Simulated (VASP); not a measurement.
# Hg (R-3m) in VASP: a series of runs, part 2 of 2

VASP 6.6.1. Earlier steps stand in the parts before.

### Step 4. Relaxation of cell and atoms, PBE

This run uses another cell than the first one, of 29.47 Å³/atom.

INCAR

```
PREC = Accurate
ENCUT = 600
EDIFF = 1E-6
ISMEAR = 0
SIGMA = 0.1
LREAL = False
LASPH = True
NELM = 80
ALGO = Normal
ISIF = 3
LWAVE = False
LCHARG = False
GGA = PE
IBRION = 2
NSW = 100
EDIFFG = -0.005
```

KPOINTS

```
regular mesh
0
Gamma
  12 12 12
```

POSCAR

```
Hg
1.0
    2.0787585759      1.2001718234      1.9690393383
   -2.0787585759      1.2001718234      1.9690393383
    0.0000000000     -2.4003436467      1.9690393384
Hg
1
Direct
    0.0000000000      0.0000000000      0.0000000000
```

Potentials or basis: VASP PAW PBE potentials, release 64 (Hg).

On the command line:

```bash
$ cat potpaw_PBE.64/Hg/POTCAR > POTCAR
$ mpirun -np 1 vasp_std > vasp.out
```

OUTCAR:

```text
PREC = Accurate
   ENCUT = 600
   EDIFF = 1E-6
   ISMEAR = 0
   LREAL = False
   LASPH = True
   NELM = 80
   ISIF = 3
   GGA = PE
   IBRION = 2
   NSW = 100
   EDIFFG = -0.005

 ion  position               nearest neighbor table
   1  0.000  0.000  0.000-

  LATTYP: Found a trigonal (rhomboedric) cell.
 ALAT       =     3.1046361362
 COS(alpha) =     0.1033629359

  Lattice vectors:

 A1 = (   2.0787585759,   1.2001718234,   1.9690393383)
 A2 = (  -2.0787585759,   1.2001718234,   1.9690393383)
 A3 = (   0.0000000000,  -2.4003436467,   1.9690393384)

Analysis of symmetry for initial positions (statically):
=====================================================================
 Subroutine PRICEL returns:
 Original cell was already a primitive cell.

 Routine SETGRP: Setting up the symmetry group for a
 trigonal (rhombohedral) supercell.

 Subroutine GETGRP returns: Found 12 space group operations
 (whereof 12 operations were pure point group operations)
 out of a pool of 12 trial point group operations.

The static configuration has the point symmetry D_3d.

Analysis of symmetry for dynamics (positions and initial velocities):
=====================================================================
 Subroutine PRICEL returns:
 Original cell was already a primitive cell.

 Routine SETGRP: Setting up the symmetry group for a
 trigonal (rhombohedral) supercell.

 Subroutine GETGRP returns: Found 12 space group operations
 (whereof 12 operations were pure point group operations)
 out of a pool of 12 trial point group operations.

The dynamic configuration has the point symmetry D_3d.

 Subroutine INISYM returns: Found 12 space group operations
 (whereof 12 operations are pure point group operations),
 and found     1 'primitive' translations

----------------------------------------------------------------------------------------

                                     Primitive cell

  volume of cell :      29.4750

  direct lattice vectors                    reciprocal lattice vectors
     2.078758576  1.200171823  1.969039338     0.240528172  0.138869005  0.169287290
    -2.078758576  1.200171823  1.969039338    -0.240528172  0.138869005  0.169287290
     0.000000000 -2.400343647  1.969039338     0.000000000 -0.277738010  0.169287290

  length of vectors
     3.104636136  3.104636136  3.104636136     0.325263875  0.325263875  0.325263875

  position of ions in fractional coordinates (direct lattice)
     0.000000000  0.000000000  0.000000000

  ion indices of the primitive-cell ions
   primitive index   ion index
                 1           1

----------------------------------------------------------------------------------------

 KPOINTS: regular mesh

Automatic generation of k-mesh.
 Grid dimensions read from file:
 generate k-points for:   12   12   12

 Generating k-lattice:

[... 60 lines left out ...]
   NELM   =     80;   NELMIN=  2; NELMDL= -5     # of ELM steps
   EDIFF  = 0.1E-05   stopping-criterion for ELM
   LREAL  =      F    real-space projection
   EDIFFG = -.5E-02   stopping-criterion for IOM
   NSW    =    100    number of steps for IOM
   IBRION =      2    ionic relax: 0-MD 1-quasi-New 2-CG
   NFREE  =      1    steps in history (QN), initial steepest desc. (CG)
   ISIF   =      3    stress and relaxation
   ISYM   =      2    0-nonsym 1-usesym 2-fastsym
   POTIM  = 0.5000    time-step for ionic-motion
   TEBEG  =    0.0;   TEEND  =   0.0 temperature during run
   PSTRESS=    0.0 pullay stress
   NELECT =      12.0000    total number of electrons
   NUPDOWN=      -1.0000    fix difference up-down
   EMIN   =  10.00;   EMAX   =-10.00  energy-range for DOS
   EFERMI =   0.00;   METHOD = LEGACY
   ISMEAR =     0;   SIGMA  =   0.10  broadening in eV -4-tet -1-fermi 0-gaus
   EFERMI_NEDOS =   21; number of points for ismear=-14 and -15
   IALGO  =     38    algorithm
   IMIX   =      4    mixing-type and parameters
     AMIX     =   0.40;   BMIX     =  1.00
     AMIX_MAG =   1.60;   BMIX_MAG =  1.00
  volume/ion in A,a.u.               =      29.47       198.91
  Fermi-wavevector in a.u.,A,eV,Ry     =   1.213345  2.292889 20.030571  1.472205
  Thomas-Fermi vector in A             =   2.348800
   LORBIT       =      0    0 simple, 1 ext, 2 COOP (PROOUT), +10 PAW based schemes
   GGA     = PE    functional components
   LHFCALC =     F    Hartree Fock is set to
   AEXX    =    0.0000 exact exchange contribution
   IVDW    =     0    specifies the selected vdW correction
   LEPSILON=     F    determine dielectric tensor
   LRPA    =     F    only Hartree local field effects (RPA)
 conjugate gradient relaxation of ions
 non-spin polarized calculation
 Gauss-broadening in eV      SIGMA  =   0.10
  energy-cutoff  :      600.00
  volume of cell :       29.47
 maximum number of plane-waves:      1001
 NGX is ok and might be reduce to    28
   NGX = 13   NGY = 13   NGZ = 13

--------------------------------------- Ionic step        1  -------------------------------------------

 number of electron      12.0000001 magnetization

 Free energy of the ion-electron system (eV)
  ---------------------------------------------------
  ext. energy  EPLUGINS =         0.00000000
  ---------------------------------------------------
  free energy    TOTEN  =        -0.16332063 eV

  energy without entropy =       -0.16165362  energy(sigma->0) =       -0.16248713

------------------------ aborting loop because EDIFF is reached ----------------------------------------

  FORCE on cell =-STRESS in cart. coord.  units (eV):
  Direction    XX          YY          ZZ          XY          YZ          ZX
  --------------------------------------------------------------------------------------
  -------------------------------------------------------------------------------------
  Total        0.0383801      0.0383801      0.0116009     -0.0000000     -0.0000000      0.0000000
  in kB        2.0862354      2.0862354      0.6305922     -0.0000000     -0.0000000      0.0000000
  external PRESSURE =       1.6010210 kB  Pullay stress =       0.0000000 kB
[... 86 lines left out ...]
  FREE ENERGIE OF THE ION-ELECTRON SYSTEM (eV)
  ---------------------------------------------------
  free  energy   TOTEN  =        -0.1635003479 eV

  energy  without entropy=       -0.1617177700  energy(sigma->0) =       -0.16260906

[... ionic steps 4 to 8 ...]

--------------------------------------- Ionic step        9  -------------------------------------------

 number of electron      12.0000001 magnetization

------------------------ aborting loop because EDIFF is reached ----------------------------------------
[... 65 lines left out ...]
--------------------------------------- Ionic step       11  -------------------------------------------

 number of electron      12.0000001 magnetization

 Free energy of the ion-electron system (eV)
  ---------------------------------------------------
  ext. energy  EPLUGINS =         0.00000000
  ---------------------------------------------------
  free energy    TOTEN  =        -0.16405709 eV

  energy without entropy =       -0.16248962  energy(sigma->0) =       -0.16327335

 E-fermi :   1.3142     XC(G=0):  -9.5049

 val. band max:        1.2919308262   @ k =  -0.3333   0.5000   0.3333
 cond. band min:       1.3778866769   @ k =   0.4167   0.0833   0.0000
 fundamental gap:      0.0859558506
 Fermi energy:         1.3141911596

 k-point     1 :       0.0000    0.0000    0.0000
  band No.  band energies     occupation
      1      -6.4109      2.00000
      2      -6.2862      2.00000
      3      -6.2862      2.00000
      4      -4.6445      2.00000
      5      -4.6445      2.00000
      6      -4.6108      2.00000
      7      10.7758      0.00000
      8      10.7758      0.00000
      9      10.9458      0.00000
     10      13.9751      0.00000
[... 287 lines left out ...]
 k-point    24 :      -0.4167    0.1667    0.0000
  band No.  band energies     occupation
      1      -6.0770      2.00000
      2      -5.6380      2.00000
      3      -5.3119      2.00000
      4      -5.0606      2.00000
      5      -4.7169      2.00000
      6      -2.1816      2.00000
      7       1.5003      0.00848
      8       9.5341      0.00000
      9      14.2433      0.00000
     10      14.5944      0.00000

 [... further k-points ...]

------------------------ aborting loop because EDIFF is reached ----------------------------------------

  FORCE on cell =-STRESS in cart. coord.  units (eV):
  Direction    XX          YY          ZZ          XY          YZ          ZX
  --------------------------------------------------------------------------------------
  -------------------------------------------------------------------------------------
  Total        0.0036554      0.0036554      0.0049274      0.0000000     -0.0000000      0.0000000
  in kB        0.1958880      0.1958880      0.2640542      0.0000000     -0.0000000      0.0000000
  external PRESSURE =       0.2186101 kB  Pullay stress =       0.0000000 kB
[... 16 lines left out ...]
  FREE ENERGIE OF THE ION-ELECTRON SYSTEM (eV)
  ---------------------------------------------------
  free  energy   TOTEN  =        -0.1640570854 eV

  energy  without entropy=       -0.1624896232  energy(sigma->0) =       -0.16327335

 reached required accuracy - stopping structural energy minimisation
```

OSZICAR:

```text
N       E                     dE             d eps       ncg     rms          rms(c)
DAV:   1     0.757452388398E+02    0.75745E+02   -0.69866E+03  3916   0.125E+03
DAV:   2     0.108905269804E+01   -0.74656E+02   -0.70824E+02  3876   0.255E+02
[... 76 lines left out ...]
  10 F= -.16403988E+00 E0= -.16323588E+00  d E =0.787037E-05
       N       E                     dE             d eps       ncg     rms          rms(c)
DAV:   1    -0.166006808520E+00   -0.19671E-02   -0.57779E-02  4124   0.285E+00    0.305E-01
DAV:   2    -0.164274078742E+00    0.17327E-02   -0.48069E-03  4100   0.930E-01    0.992E-02
DAV:   3    -0.164090571969E+00    0.18351E-03   -0.36812E-04  4044   0.222E-01    0.827E-02
DAV:   4    -0.164056365481E+00    0.34206E-04   -0.54770E-05  3860   0.953E-02    0.656E-03
DAV:   5    -0.164057085374E+00   -0.71989E-06   -0.42921E-06  3932   0.244E-02
  11 F= -.16405709E+00 E0= -.16327335E+00  d E =-.933982E-05
```

CONTCAR:

```text
Hg
   1.00000000000000
     2.1170795067670083    1.2222964231500131    1.9256326268416664
    -2.1170795067670083    1.2222964231500131    1.9256326268416659
     0.0000000000000002   -2.4445928462034021    1.9256326269426385
  Hg
     1
Direct
     0.0000000000000000    0.0000000000000000    0.0000000000000000

  0.00000000E+00  0.00000000E+00  0.00000000E+00
```

Wall time 2 min (1 thread of Intel Xeon 6975P-C (Granite Rapids), shared host); peak memory 0.22 GiB.

What came out:

```yaml
Free_energy: -0.1641 eV
Relaxed_volume: 29.90 Å³/atom
Relaxed_cell: a = 3.112 Å, b = 3.112 Å, c = 3.112 Å, α = 85.74°, β = 85.74°, γ = 85.74°
Space_group_after_relaxing_to_0.1_Å: R-3m (No. 166)
Energy_gained_by_relaxing: 0.7 meV/atom
Ionic_steps: 11
Pressure_after_relaxing: 0.0 GPa
Band_gap_on_the_k_mesh: zero (bands 6 and 7 overlap by 4.66 eV)
```

The path:
```csv
step,energy change (eV),largest force (eV/Å),pressure (GPa),volume (Å³)
1,0.0000,0.0000,0.16,29.47
2,-0.0001,0.0000,0.08,29.60
3,-0.0002,0.0000,0.05,29.69
4,-0.0002,0.0000,-0.03,29.86
5,-0.0003,0.0000,0.00,29.86
6,-0.0004,0.0000,-0.06,29.85
7,-0.0006,0.0000,-0.04,29.83
8,-0.0007,0.0000,0.08,29.80
9,-0.0007,0.0000,0.05,29.81
10,-0.0007,0.0000,-0.06,30.00
11,-0.0007,0.0000,0.02,29.90
```

Final structure:
```
CELL_PARAMETERS angstrom
2.11708 1.22230 1.92563
-2.11708 1.22230 1.92563
0.00000 -2.44459 1.92563
ATOMIC_POSITIONS crystal
Hg 0.00000 0.00000 0.00000
```

Levels at points of the mesh, in eV from the Fermi level:
```
           k point  band 3  band 4  band 5  band 6  band 7  band 8  band 9  band 10
(0.00, 0.00, 0.00)   -7.60   -5.96   -5.96   -5.92    9.46    9.46    9.63    12.66
(0.50, 0.00, 0.00)   -6.46   -6.39   -5.91   -2.97   -1.34   12.32   12.35    14.66
(0.50, 0.50, 0.00)   -6.37   -6.34   -5.44    0.07    1.09    2.08    7.10    14.75
(0.50, 0.50, 0.50)   -7.13   -5.42   -5.42    3.32    3.33    5.05    5.05     8.86
```

Caveat: spin-orbit coupling is left out, which moves the levels of the heavy elements.

### Step 5. Summary

| task | cell | k mesh | cutoff (eV) | gap on the mesh (eV) | pressure (GPa) |
| --- | --- | --- | --- | --- | --- |
| single point | a = 3.023 Å, angles 71.9°, 1 atom | 15 × 15 × 15 | 520 | none | 4.4 |
| single point | a = 3.099 Å, angles 85.6°, 1 atom | 12 × 12 × 12 | 520 | none | 0.2 |
| relaxation of cell and atoms | relaxed from a = 3.105 Å, angles 84.1°, 1 atom | 12 × 12 × 12 | 600 | none | 0.0 |

Alike in all rows: level PBE; potentials or basis VASP PAW PBE potentials, release 64 (Hg); no spin polarisation; smearing gaussian 0.1 eV.

Caveats: spin-orbit coupling is left out, which moves the levels of the heavy elements; the cell stands under pressure (at least some runs).

Total energies depend on the potentials used, so only differences within one code and one set of settings carry meaning.

The gap in the log of VASP goes by the Fermi energy; the results here count the filled bands.